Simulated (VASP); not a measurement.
Runs of VASP 6.6.1 on Fe3SnSb. The structure is that of space group P3m1 (No. 156), or close to it. The cells are those of the table. 

```csv
cell,k mesh,smearing,gap on the mesh (eV),pressure (GPa),moment (μB),largest force (eV/Å)
"a = 4.210, b = 4.210, c = 5.400 Å, angles 90.0, 90.0, 120.0°, 5 atoms",8 × 8 × 6,methfessel-paxton 0.05 eV,none,(a),5.75,0.03
"a = 4.124, b = 4.124, c = 5.289 Å, angles 90.0, 90.0, 120.0°, 5 atoms",7 × 7 × 5,fermi-dirac 0.05 eV,none,(c),5.06,0.34
"a = 4.238, b = 4.238, c = 5.435 Å, angles 90.0, 90.0, 120.0°, 5 atoms",7 × 7 × 5,fermi-dirac 0.05 eV,none,-1.5,5.98,0.08
"a = 4.210, b = 4.210, c = 5.400 Å, angles 90.0, 90.0, 120.0°, 5 atoms",7 × 7 × 5,fermi-dirac 0.05 eV,none,0.6,5.84,0.02
"a = 4.182, b = 4.182, c = 5.363 Å, angles 90.0, 90.0, 120.0°, 5 atoms",7 × 7 × 5,fermi-dirac 0.05 eV,none,2.7,(b),0.11
"a = 4.153, b = 4.153, c = 5.327 Å, angles 90.0, 90.0, 120.0°, 5 atoms",7 × 7 × 5,fermi-dirac 0.05 eV,none,5.0,5.34,0.21
```

Alike in all rows: task single point; level PBE; potentials or basis VASP PAW PBE potentials, release 64 (Sb, Sn_d, Fe); spin collinear, ferromagnetic start; cutoff (eV) 520.

Question: Estimate the missing entries.

Answer: (a) 0.3; (b) 5.62; (c) 7.6.

Caveats: spin-orbit coupling is left out, which moves the levels of the heavy elements; only a ferromagnetic start was run, and an antiferromagnetic order may lie lower in energy; the cell stands under pressure (at least some runs).

A k mesh can miss the band edges, and the runs leave out spin-orbit coupling on Sb, Sn.

A gap of «none» marks levels without a gap at the run's occupations.
